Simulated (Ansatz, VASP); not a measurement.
# Mg5Te2 in VASP and in Ansatz

```
Mg Te
1.0
     5.48223    0.00000    0.00000
    -2.74112    4.74775    0.00000
     0.00000    0.00000    8.99837
Mg Te
5 2
Cartesian
  0.0000 3.1652 3.0053
  2.7411 1.5826 3.0053
  2.7411 1.5826 5.9931
  0.0000 3.1652 5.9931
  0.0000 0.0000 0.0000
  0.0000 3.1652 0.0000
  2.7411 1.5826 0.0000
```

Alike in both runs: functional PBE; k mesh 4 × 4 × 3; occupations gaussian, width 0.2 eV; no spin polarisation.

Ansatz relaxed the structure, and its values are those at the end. VASP's run is a single point on that final structure, the one shown.

|  | VASP | Ansatz |
| --- | --- | --- |
| version | VASP 6.6.1 | Ansatz 0.2.0 |
| potentials or method | VASP PAW PBE potentials, release 64 (Mg, Te), cutoff 600 eV | scalar-relativistic, plane waves, PAW |
| valence electrons in the cell | 22 | 82 |

Ansatz gave:

* gap on the k mesh at the Fermi level (eV): none
* pressure (GPa): 0.0

Task: Estimate VASP's values.

Result: gap on the k mesh at the Fermi level (eV): none; pressure (GPa): -0.1.

A gap of «none» marks a metal or a gap that the smearing closes. VASP's potentials hold 22 valence electrons a cell and Ansatz's 82, so a difference there can come from the potentials and not from the codes.

Neither program's run includes spin-orbit coupling.
